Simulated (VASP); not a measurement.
# InSe in VASP: a series of runs

Runs on InSe. Level: PBE+D3(BJ). Tasks: single point.

Everything below comes from runs of VASP 6.6.1. Logs are shortened: lines on timing, memory, paths and dates and some standing lists are left out, and cuts for length are marked.

### 1 The cell of the first run

The cell holds a slab with vacuum, 8 atoms: a = 4.027 Å, b = 4.027 Å, c = 28.271 Å, α = 90.00°, β = 90.00°, γ = 120.00°.

### 2 Single point, PBE+D3(BJ) (layers slid over each other)

The input, INCAR:

```
ALGO     = Normal         # electronic algorithm
DIPOL    = 0.5 0.5 0.408
EDIFF    = 1E-7           # SCF threshold, eV
ENCUT    = 520            # plane-wave cutoff, eV
GGA      = PE             # functional
IDIPOL   = 3            
ISIF     = 2              # what is computed and relaxed
ISMEAR   = 0              # smearing method
IVDW     = 12             # dispersion correction
LASPH    = True           # aspherical terms in the spheres
LCHARG   = True           # write CHGCAR
LDIPOL   = True         
LELF     = True           # ELF
LREAL    = False          # projectors in reciprocal space
LVACPOTAV= True         
LVHAR    = True         
LWAVE    = False          # write WAVECAR
NBANDS   = 48             # bands
NELM     = 60             # most SCF steps
PREC     = Accurate       # precision mode
SIGMA    = 0.05           # smearing width, eV
```

The input, KPOINTS:

```
k-points
0
Gamma
  9 9 1
```

The input, POSCAR:

```
InSe
1.0
    4.0266103653      0.0000000000      0.0000000000
   -2.0133051827      3.4871468675      0.0000000000
    0.0000000000      0.0000000000     28.2707107737
Se In
4 4
Direct
    0.0000000000      0.0000000000      0.1591753400
    0.0000000000      0.0000000000      0.3496677344
    0.4444444444      0.2222222222      0.4667500401
    0.4444444444      0.2222222222      0.6572424345
    0.6666666667      0.3333333333      0.2049979902
    0.6666666667      0.3333333333      0.3038451596
   -0.2222222222     -0.1111111111      0.5125726903
   -0.2222222222     -0.1111111111      0.6114198596
```

Potentials or basis: VASP PAW PBE potentials, release 64 (Se, In_d).

Started as:

```sh
$ cat potpaw_PBE.64/Se/POTCAR potpaw_PBE.64/In_d/POTCAR > POTCAR
$ mpirun -np 1 vasp_std > vasp.out
```

OUTCAR:

```text
EDIFF = 1E-7
   ENCUT = 520
   GGA = PE
   ISIF = 2
   ISMEAR = 0
   IVDW = 12
   LASPH = True
   LREAL = False
   NELM = 60
   PREC = Accurate
 IVDW          = 12

 ion  position               nearest neighbor table
   1  0.000  0.000  0.159-   5 2.66   5 2.66   5 2.66
   2  0.000  0.000  0.350-   6 2.66   6 2.66   6 2.66
   3  0.444  0.222  0.467-   7 2.66   7 2.66   7 2.66
   4  0.444  0.222  0.657-   8 2.66   8 2.66   8 2.66
   5  0.667  0.333  0.205-   1 2.66   1 2.66   1 2.66   6 2.79
   6  0.667  0.333  0.304-   2 2.66   2 2.66   2 2.66   5 2.79
   7  0.778  0.889  0.513-   3 2.66   3 2.66   3 2.66   8 2.79
   8  0.778  0.889  0.611-   4 2.66   4 2.66   4 2.66   7 2.79

  LATTYP: Found a hexagonal cell.
 ALAT       =     4.0266103653
 C/A-ratio  =     7.0209700490

  Lattice vectors:

 A1 = (   4.0266103653,   0.0000000000,   0.0000000000)
 A2 = (  -2.0133051827,   3.4871468675,   0.0000000000)
 A3 = (   0.0000000000,   0.0000000000,  28.2707107737)

Analysis of symmetry for initial positions (statically):
=====================================================================
 Subroutine PRICEL returns:
 Original cell was already a primitive cell.

 Routine SETGRP: Setting up the symmetry group for a
 hexagonal supercell.

 Subroutine GETGRP returns: Found  4 space group operations
 (whereof  2 operations were pure point group operations)
 out of a pool of 24 trial point group operations.

The static configuration has the point symmetry C_1h.
 The point group associated with its full space group is C_2h.

Analysis of symmetry for dynamics (positions and initial velocities):
=====================================================================
 Subroutine PRICEL returns:
 Original cell was already a primitive cell.

 Routine SETGRP: Setting up the symmetry group for a
 hexagonal supercell.

 Subroutine GETGRP returns: Found  4 space group operations
 (whereof  2 operations were pure point group operations)
 out of a pool of 24 trial point group operations.

The dynamic configuration has the point symmetry C_1h.
 The point group associated with its full space group is C_2h.

 Subroutine INISYM returns: Found  4 space group operations
 (whereof  2 operations are pure point group operations),
 and found     1 'primitive' translations

----------------------------------------------------------------------------------------

                                     Primitive cell

  volume of cell :     396.9598

  direct lattice vectors                    reciprocal lattice vectors
     4.026610365  0.000000000  0.000000000     0.248347843  0.143383694  0.000000000
    -2.013305183  3.487146867  0.000000000     0.000000000  0.286767388  0.000000000
     0.000000000  0.000000000 28.270710774     0.000000000  0.000000000  0.035372298

  length of vectors
     4.026610365  4.026610365 28.270710774     0.286767388  0.286767388  0.035372298

  position of ions in fractional coordinates (direct lattice)
     0.000000000  0.000000000  0.159175340
     0.000000000  0.000000000  0.349667734
     0.444444444  0.222222222  0.466750040
     0.444444444  0.222222222  0.657242434
     0.666666667  0.333333333  0.204997990
     0.666666667  0.333333333  0.303845160
     0.777777778  0.888888889  0.512572690
     0.777777778  0.888888889  0.611419860

  ion indices of the primitive-cell ions
   primitive index   ion index
                 1           1
                 2           2
                 3           3
                 4           4
                 5           5
                 6           6
                 7           7
                 8           8

----------------------------------------------------------------------------------------

 KPOINTS: k-points

Automatic generation of k-mesh.
 Grid dimensions read from file:
 generate k-points for:    9    9    1

 Generating k-lattice:

  Cartesian coordinates                     Fractional coordinates (reciprocal lattice)
     0.027594205  0.015931522  0.000000000     0.111111111  0.000000000  0.000000000
     0.000000000  0.031863043  0.000000000     0.000000000  0.111111111  0.000000000
     0.000000000  0.000000000  0.035372298     0.000000000  0.000000000  1.000000000

  Length of vectors
     0.031863043  0.031863043  0.035372298

  Shift w.r.t. Gamma in fractional coordinates (k-lattice)
     0.000000000  0.000000000  0.000000000

 Subroutine IBZKPT returns following result:
 ===========================================

 Found     25 irreducible k-points:

 Following reciprocal coordinates:
            Coordinates               Weight
  0.000000  0.000000  0.000000      1.000000
  0.111111  0.000000  0.000000      2.000000
  0.000000  0.111111  0.000000      4.000000
  0.222222 -0.000000  0.000000      2.000000
  0.000000  0.222222  0.000000      4.000000
  0.333333  0.000000  0.000000      2.000000
[... 16 lines left out ...]
 -0.222222 -0.444444  0.000000      4.000000
  0.444444  0.333333  0.000000      4.000000
   k-points           NKPTS =     25   k-points in BZ     NKDIM =     25   number of bands    NBANDS=     48
   number of dos      NEDOS =    301   number of ions     NIONS =      8
   total plane-waves  NPLWV = 189000
   dimension x,y,z NGX =    30 NGY =   30 NGZ =  210
   dimension x,y,z NGXF=    60 NGYF=   60 NGZF=  420
   ions per type =               4   4
   NGX,Y,Z   is equivalent  to a cutoff of  12.39, 12.39, 12.35 a.u.
   NGXF,Y,Z  is equivalent  to a cutoff of  24.77, 24.77, 24.70 a.u.
 SYSTEM =  unknown system
   PREC   = accura    normal or accurate (medium, high low for compatibility)
   ISTART =      0    job   : 0-new  1-cont  2-samecut
   ICHARG =      2    charge: 1-file 2-atom 10-const
   ISPIN  =      1    spin polarized calculation?
   LNONCOLLINEAR =      F non collinear calculations
   LSORBIT =      F    spin-orbit coupling
   LASPH  =      T    aspherical Exc in radial PAW
   ENCUT  =  520.0 eV  38.22 Ry    6.18 a.u.   7.49  7.49 52.56*2*pi/ulx,y,z
   NELM   =     60;   NELMIN=  2; NELMDL= -5     # of ELM steps
   EDIFF  = 0.1E-06   stopping-criterion for ELM
   LREAL  =      F    real-space projection
   EDIFFG = 0.1E-05   stopping-criterion for IOM
   NSW    =      0    number of steps for IOM
   IBRION =     -1    ionic relax: 0-MD 1-quasi-New 2-CG
   NFREE  =      0    steps in history (QN), initial steepest desc. (CG)
   ISIF   =      2    stress and relaxation
   ISYM   =      2    0-nonsym 1-usesym 2-fastsym
   POTIM  = 0.5000    time-step for ionic-motion
   TEBEG  =    0.0;   TEEND  =   0.0 temperature during run
   PSTRESS=    0.0 pullay stress
   NELECT =      76.0000    total number of electrons
   NUPDOWN=      -1.0000    fix difference up-down
   EMIN   =  10.00;   EMAX   =-10.00  energy-range for DOS
   EFERMI =   0.00;   METHOD = LEGACY
   ISMEAR =     0;   SIGMA  =   0.05  broadening in eV -4-tet -1-fermi 0-gaus
   EFERMI_NEDOS =   21; number of points for ismear=-14 and -15
   IALGO  =     38    algorithm
   IMIX   =      4    mixing-type and parameters
     AMIX     =   0.40;   BMIX     =  1.00
     AMIX_MAG =   1.60;   BMIX_MAG =  1.00
  volume/ion in A,a.u.               =      49.62       334.85
  Fermi-wavevector in a.u.,A,eV,Ry     =   0.943548  1.783047 12.113024  0.890282
  Thomas-Fermi vector in A             =   2.071266
   LORBIT       =      0    0 simple, 1 ext, 2 COOP (PROOUT), +10 PAW based schemes
   GGA     = PE    functional components
   LHFCALC =     F    Hartree Fock is set to
   AEXX    =    0.0000 exact exchange contribution
   IVDW    =    12    specifies the selected vdW correction
   LEPSILON=     F    determine dielectric tensor
   LRPA    =     F    only Hartree local field effects (RPA)
 non-spin polarized calculation
 Gauss-broadening in eV      SIGMA  =   0.05
  energy-cutoff  :      520.00
  volume of cell :      396.96
 maximum number of plane-waves:     10749
 NGX is ok and might be reduce to    30
   NGX = 15   NGY = 15   NGZ =105

 number of electron      75.9999999 magnetization

 dipolmoment           0.000000      0.000000     -0.000025 electrons x Angstroem

 Free energy of the ion-electron system (eV)
  ---------------------------------------------------
  ext. energy  EPLUGINS =         0.00000000
  ---------------------------------------------------
  free energy    TOTEN  =       -28.37680717 eV

  energy without entropy =      -28.37680717  energy(sigma->0) =      -28.37680717

 E-fermi :   0.0312     XC(G=0):  -5.6584

 val. band max:       -0.1967777749   @ k =   0.0000   0.1111   0.0000
 cond. band min:       0.9303992275   @ k =   0.0000   0.0000   0.0000
 fundamental gap:      1.1271770024
 Fermi energy:         0.0311752540

 k-point     1 :       0.0000    0.0000    0.0000
  band No.  band energies     occupation
      1     -14.5179      2.00000
      2     -14.5177      2.00000
      3     -14.3348      2.00000
      4     -14.3347      2.00000
      5     -14.3342      2.00000
      6     -14.3340      2.00000
[... 40 lines left out ...]
     47       5.0417      0.00000
     48       5.1968      0.00000

 k-point     2 :       0.1111    0.0000    0.0000
  band No.  band energies     occupation
      1     -14.5173      2.00000
      2     -14.5170      2.00000
      3     -14.3758      2.00000
      4     -14.3736      2.00000
      5     -14.3324      2.00000
      6     -14.3322      2.00000
[... 40 lines left out ...]
     47       5.0927      0.00000
     48       5.1929      0.00000

 k-point     3 :       0.0000    0.1111    0.0000
  band No.  band energies     occupation
      1     -14.5173      2.00000
      2     -14.5171      2.00000
      3     -14.3753      2.00000
      4     -14.3732      2.00000
      5     -14.3329      2.00000
      6     -14.3327      2.00000
[... 1060 lines left out ...]
     47       5.2203      0.00000
     48       5.3799      0.00000

 k-point    24 :       0.4444    0.3333    0.0000
  band No.  band energies     occupation
      1     -14.6259      2.00000
      2     -14.6209      2.00000
      3     -14.5263      2.00000
      4     -14.5222      2.00000
      5     -14.4609      2.00000
      6     -14.4606      2.00000
[... 40 lines left out ...]
     47       5.2533      0.00000
     48       5.3555      0.00000

 [... further k-points ...]

------------------------ aborting loop because EDIFF is reached ----------------------------------------

 Edisp (eV)   -2.02331

 E8    (eV) :    -0.9486

  FORCE on cell =-STRESS in cart. coord.  units (eV):
  Direction    XX          YY          ZZ          XY          YZ          ZX
  --------------------------------------------------------------------------------------
  -------------------------------------------------------------------------------------
  Total       0.01406    -0.06630    -0.15234     0.06960     0.11474     0.19874
  in kB       0.05677    -0.26759    -0.61488     0.28090     0.46312     0.80215
  external pressure =       -0.28 kB  Pullay stress =        0.00 kB

 VOLUME and BASIS-vectors are now :
 -----------------------------------------------------------------------------
  energy-cutoff  :      520.00
  volume of cell :      396.96
      direct lattice vectors                 reciprocal lattice vectors
     4.026610365  0.000000000  0.000000000     0.248347843  0.143383694  0.000000000
    -2.013305183  3.487146867  0.000000000     0.000000000  0.286767388  0.000000000
     0.000000000  0.000000000 28.270710774     0.000000000  0.000000000  0.035372298

 POSITION                                       TOTAL-FORCE (eV/Angst)
 -----------------------------------------------------------------------------------
      0.00000      0.00000      4.50000        -0.001125     -0.000649     -0.011208
      0.00000      0.00000      9.88536        -0.045192     -0.026092      0.017757
      1.34220      0.77492     13.19536         0.045192      0.026092     -0.017757
      1.34220      0.77492     18.58071         0.001125      0.000649      0.011208
      2.01331      1.16238      5.79544        -0.002874     -0.001660      0.011966
      2.01331      1.16238      8.58992        -0.000249     -0.000144      0.008492
      1.34220      3.09969     14.49079         0.000249      0.000144     -0.008492
      1.34220      3.09969     17.28527         0.002874      0.001660     -0.011966
 -----------------------------------------------------------------------------------
    total drift:                               -0.000001     -0.000000     -0.003140

  FREE ENERGIE OF THE ION-ELECTRON SYSTEM (eV)
  ---------------------------------------------------
  free  energy   TOTEN  =       -30.4001149805 eV

  energy  without entropy=      -30.4001149805  energy(sigma->0) =      -30.40011498

 vacuum level on the upper side and lower side of the slab         5.494         5.494
```

Run time: 6.2 min. Hardware: 1 thread of Intel Xeon 6975P-C (Granite Rapids), shared host; peak memory 0.66 GiB.

Results:

```
Free energy                : -30.4001 eV
Largest force              : 0.055 eV/Å
Band gap on the k mesh     : 1.13 eV (least direct gap 1.17 eV)
Dispersion energy per atom : -0.253 eV
```

Forces in eV/Å, atoms in the order of the input:
```
Se  -0.001 -0.001 -0.011
Se  -0.045 -0.026  0.018
Se   0.045  0.026 -0.018
Se   0.001  0.001  0.011
In  -0.003 -0.002  0.012
In   0.000  0.000  0.008
In   0.000  0.000 -0.008
In   0.003  0.002 -0.012
```

Caveat: the cell differs from its parent crystal (layers slid over each other); spin-orbit coupling is left out, which moves the levels of the heavy elements.

### 3 Single point, PBE+D3(BJ) (layers slid over each other)

The input, INCAR:

```
PREC = Accurate
ENCUT = 520
EDIFF = 1E-6
ISMEAR = 0
SIGMA = 0.05
LREAL = F
LASPH = T
NELM = 60
ALGO = Normal
ISIF = 2
LWAVE = F
LCHARG = F
LDIPOL = T
IDIPOL = 3
DIPOL = 0.5 0.5 0.408
GGA = PE
IVDW = 12
NBANDS = 48
```

The input, KPOINTS:

```
regular mesh
0
Gamma
  9 9 1
```

The input, POSCAR:

```
InSe
1.0
    4.0266103653      0.0000000000      0.0000000000
   -2.0133051827      3.4871468675      0.0000000000
    0.0000000000      0.0000000000     28.2707107737
Se In
4 4
Direct
    0.0000000000      0.0000000000      0.1591753400
    0.0000000000      0.0000000000      0.3496677344
    0.1111111111      0.2222222222      0.4667500401
    0.1111111111      0.2222222222      0.6572424345
    0.6666666667      0.3333333333      0.2049979902
    0.6666666667      0.3333333333      0.3038451596
   -0.5555555556     -0.1111111111      0.5125726903
   -0.5555555556     -0.1111111111      0.6114198596
```

Potentials or basis: VASP PAW PBE potentials, release 64 (Se, In_d).

Started as:

```sh
$ cat potpaw_PBE.64/Se/POTCAR potpaw_PBE.64/In_d/POTCAR > POTCAR
$ mpirun -np 1 vasp_std > vasp.out
```

Run time: 17 min. Hardware: 1 thread of Intel Xeon 8259CL, shared host; peak memory 0.67 GiB.

Results (log left out):

```
Free energy                : -30.3394 eV
Largest force              : 0.137 eV/Å
Band gap on the k mesh     : 1.03 eV (least direct gap 1.10 eV)
Dispersion energy per atom : -0.253 eV
```

Forces on the atoms (eV/Å):
```
Se   0.000 -0.003 -0.010
Se   0.000 -0.089 -0.104
Se   0.000  0.089  0.104
Se   0.000  0.003  0.010
In   0.000 -0.007  0.007
In   0.000  0.011 -0.041
In   0.000 -0.011  0.041
In   0.000  0.007 -0.007
```

Levels at points of the mesh, in eV from the valence-band top:
```tsv
k point	band 35	band 36	band 37	band 38	band 39	band 40	band 41	band 42
(0.00, 0.00, 0.00)	-0.79	-0.76	-0.75	-0.06	1.03	1.62	2.37	2.50
```

Caveat: the cell differs from its parent crystal (layers slid over each other); spin-orbit coupling is left out, which moves the levels of the heavy elements.

(Part 1 of 2 ends here.)
